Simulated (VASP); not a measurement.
# CdS (P3m1) in VASP: settings compared, part 2 of 2

VASP 6.6.1.

## (3) Single point, HSE06

Input file POSCAR:

```
CdS
1.0
    4.2611695877      0.0000000000      0.0000000000
   -2.1305847939      3.6902811128      0.0000000000
    0.0000000000      0.0000000000      5.8041729400
Cd S
1 1
Direct
    0.0000000000      0.0000000000      0.4426919200
    0.6666666667      0.3333333333      0.4343080800
```

Input file INCAR.step1:

```
SYSTEM = CdS
PREC     = Accurate       ! precision mode
ENCUT    = 520            ! plane-wave cutoff, eV
EDIFF    = 1E-5           ! SCF threshold, eV
ISMEAR   = -1             ! smearing method
SIGMA    = 0.05           ! smearing width, eV
LREAL    = .FALSE.        ! projectors in reciprocal space
LASPH    = .TRUE.         ! aspherical terms in the spheres
NELM     = 60             ! most SCF steps
ALGO     = Normal         ! electronic algorithm
ISIF     = 2              ! what is computed and relaxed
LWAVE    = .TRUE.         ! write WAVECAR
LCHARG   = .FALSE.        ! write CHGCAR
GGA      = PE             ! functional
NBANDS   = 16             ! bands
KPAR     = 4
```

Input file INCAR.step2:

```
SYSTEM = CdS
PREC     = Accurate       ! precision mode
ENCUT    = 520            ! plane-wave cutoff, eV
EDIFF    = 1E-6           ! SCF threshold, eV
ISMEAR   = -1             ! smearing method
SIGMA    = 0.05           ! smearing width, eV
LREAL    = .FALSE.        ! projectors in reciprocal space
LASPH    = .TRUE.         ! aspherical terms in the spheres
NELM     = 60             ! most SCF steps
ALGO     = Normal         ! electronic algorithm
ISIF     = 2              ! what is computed and relaxed
LWAVE    = .FALSE.        ! write WAVECAR
LCHARG   = .FALSE.        ! write CHGCAR
GGA      = PE             ! functional
LHFCALC  = .TRUE.         ! exact exchange
HFSCREEN = 0.2079         ! screening, 1/A
PRECFOCK = Normal       
ISTART   = 1            
NBANDS   = 16             ! bands
KPAR     = 4
```

Input file KPOINTS:

```
Automatic mesh
0
G
  6 6 4
  0 0 0
```

Potentials or basis: VASP PAW PBE potentials, release 64 (Cd, S).

On the command line:

```
$ cat potpaw_PBE.64/Cd/POTCAR potpaw_PBE.64/S/POTCAR > POTCAR
$ cp INCAR.step1 INCAR
$ mpirun -np 4 vasp_std > vasp.out
$ cp INCAR.step2 INCAR
$ mpirun -np 4 vasp_std > vasp.out
```

OUTCAR:

```text
SYSTEM = CdS
   PREC = Accurate
   ENCUT = 520
   EDIFF = 1E-6
   ISMEAR = -1
   LREAL = .FALSE.
   LASPH = .TRUE.
   NELM = 60
   ISIF = 2
   GGA = PE
   LHFCALC = .TRUE.
   HFSCREEN = 0.2079
   PRECFOCK = Normal
   ISTART = 1

 ion  position               nearest neighbor table
   1  0.000  0.000  0.443-   2 2.46   2 2.46   2 2.46
   2  0.667  0.333  0.434-   1 2.46   1 2.46   1 2.46

  LATTYP: Found a hexagonal cell.
 ALAT       =     4.2611695877
 C/A-ratio  =     1.3621079426

  Lattice vectors:

 A1 = (   4.2611695877,   0.0000000000,   0.0000000000)
 A2 = (  -2.1305847939,   3.6902811128,   0.0000000000)
 A3 = (   0.0000000000,   0.0000000000,   5.8041729400)

Analysis of symmetry for initial positions (statically):
=====================================================================
 Subroutine PRICEL returns:
 Original cell was already a primitive cell.

 Routine SETGRP: Setting up the symmetry group for a
 hexagonal supercell.

[... 168 lines left out ...]
  free energy    TOTEN  =        -7.08628761 eV

  energy without entropy =       -7.08628761  energy(sigma->0) =       -7.08628761

 E-fermi :  -1.5816     XC(G=0):  -5.1747

 val. band max:       -2.7036347447   @ k =   0.0000   0.0000   0.5000
 cond. band min:      -0.2243679713   @ k =   0.0000   0.0000   0.0000
 fundamental gap:      2.4792667734
 Fermi energy:        -1.5815688132

 k-point     1 :       0.0000    0.0000    0.0000
  band No.  band energies     occupation
      1     -15.4807      2.00000
      2     -11.4770      2.00000
      3     -11.4770      2.00000
      4     -11.0164      2.00000
      5     -11.0164      2.00000
      6     -10.7663      2.00000
[... 433 lines left out ...]
      3     -11.1650      2.00000
      4     -11.1147      2.00000
      5     -11.0541      2.00000
      6     -10.3592      2.00000
[... 8 lines left out ...]
     15       7.5497      0.00000
     16       9.2919      0.00000

------------------------ aborting loop because EDIFF is reached ----------------------------------------

  FORCE on cell =-STRESS in cart. coord.  units (eV):
  Direction    XX          YY          ZZ          XY          YZ          ZX
  --------------------------------------------------------------------------------------
  -------------------------------------------------------------------------------------
  Total       -0.5154264     -0.5154264      0.0146739      0.0000000      0.0000000      0.0000000
  in kB       -9.0479179     -9.0479179      0.2575889      0.0000000      0.0000000      0.0000000
  external PRESSURE =      -5.9460823 kB  Pullay stress =       0.0000000 kB

 VOLUME and BASIS-vectors are now :
 -----------------------------------------------------------------------------
  energy-cutoff  :      520.00
  volume of cell :       91.27
      direct lattice vectors                 reciprocal lattice vectors
     4.261169588  0.000000000  0.000000000     0.234677353  0.135491033  0.000000000
    -2.130584794  3.690281113  0.000000000     0.000000000  0.270982066  0.000000000
     0.000000000  0.000000000  5.804172940     0.000000000  0.000000000  0.172289835

 POSITION                                       TOTAL-FORCE (eV/Angst)
 -----------------------------------------------------------------------------------
      0.00000      0.00000      2.56946         0.000000     -0.000000     -0.016593
      2.13058      1.23009      2.52080        -0.000000      0.000000      0.016593
 -----------------------------------------------------------------------------------
    total drift:                               -0.000045      0.000024     -0.000200

  FREE ENERGIE OF THE ION-ELECTRON SYSTEM (eV)
  ---------------------------------------------------
  free  energy   TOTEN  =        -7.0862876108 eV

  energy  without entropy=       -7.0862876108  energy(sigma->0) =       -7.08628761
```

OUTCAR.step1:

```text
SYSTEM = CdS
   PREC = Accurate
   ENCUT = 520
   EDIFF = 1E-5
   ISMEAR = -1
   LREAL = .FALSE.
[... 675 lines left out ...]
      0.00000      0.00000      2.56946        -0.000000      0.000000     -0.002170
      2.13058      1.23009      2.52080         0.000000      0.000000      0.002170
 -----------------------------------------------------------------------------------
    total drift:                                0.000001     -0.000000     -0.000002

  FREE ENERGIE OF THE ION-ELECTRON SYSTEM (eV)
  ---------------------------------------------------
  free  energy   TOTEN  =        -5.6467591323 eV

  energy  without entropy=       -5.6467591007  energy(sigma->0) =       -5.64675912
```

Wall time 11 min (4 MPI ranks of Intel Xeon Platinum 8488C (Sapphire Rapids), shared host); peak memory 0.35 GiB.

Results:

| Item | Value |
| --- | --- |
| Free energy | -7.0863 eV |
| Pressure | -0.6 GPa |
| Largest force | 0.017 eV/Å |
| Band gap on the k mesh | 2.48 eV |

Forces on the atoms (eV/Å):
```
Cd   0.000  0.000 -0.017
S    0.000  0.000  0.017
```

Stress tensor (GPa, compression positive):
```
-0.90  0.00  0.00
 0.00 -0.90  0.00
 0.00  0.00  0.03
```

Levels at points of the mesh, in eV from the valence-band top:
```
           k point  band 7  band 8  band 9  band 10  band 11  band 12
(0.00, 0.00, 0.00)   -1.23    0.00    0.00     2.48     6.42     8.07
(0.50, 0.00, 0.00)   -3.80   -1.37   -0.30     4.76     6.16     7.69
(0.00, 0.00, 0.50)   -1.45    0.00    0.00     2.84     5.89     8.13
(0.50, 0.00, 0.50)   -3.77   -1.36   -0.41     4.95     5.14     8.60
```

Caveat: the PAW data sets were made with another functional, which shifts forces and pressure a little. A k mesh can miss the band edges.
